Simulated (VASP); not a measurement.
# B: single point with PBE

The system is B.

```
B
1.0
    -2.74343    2.74343    2.74343
     2.74343   -2.74343    2.74343
     2.74343    2.74343   -2.74343
B
12
Direct
  0.12500 0.75000 0.87500
  0.75000 0.37500 0.62500
  0.62500 0.37500 0.25000
  0.75000 0.87500 0.12500
  0.12500 0.87500 0.25000
  0.25000 0.12500 0.87500
  0.87500 0.12500 0.75000
  0.37500 0.62500 0.75000
  0.37500 0.25000 0.62500
  0.87500 0.25000 0.12500
  0.25000 0.62500 0.37500
  0.62500 0.75000 0.37500
```

```yaml
Program: VASP 6.6.1
Task: single point
Functional: PBE
Potentials_or_basis: VASP PAW PBE potentials, release 64 (B)
Cutoff: 520 eV
k_mesh: 4 × 4 × 4
Occupations: gaussian, width 0.1 eV
Spin: no spin polarisation
```

```json
{
  "Pressure": "28.7 GPa",
  "Band gap on the k mesh": "zero (band 18 reaches 7.08 eV, above the bottom of band 19 at 5.81 eV)"
}
```

Levels at points of the mesh, in eV from the Fermi level:
```tsv
k point	band 14	band 15	band 16	band 17	band 18	band 19	band 20	band 21
(0.00, 0.00, 0.00)	-2.19	-2.19	-2.19	0.57	0.57	2.38	2.38	2.38
(0.50, 0.00, 0.00)	-3.20	-1.72	-1.72	-1.16	-1.16	-0.07	-0.07	1.86
(0.50, 0.50, 0.50)	-3.93	-1.18	-1.18	-1.18	-1.18	2.00	2.00	2.00
```

Run time: 29 s on 1 thread of Intel Xeon 8259CL, on a shared host, peak memory 0.19 GiB.

Caveat: the k points lie up to 0.40 Å⁻¹ apart.
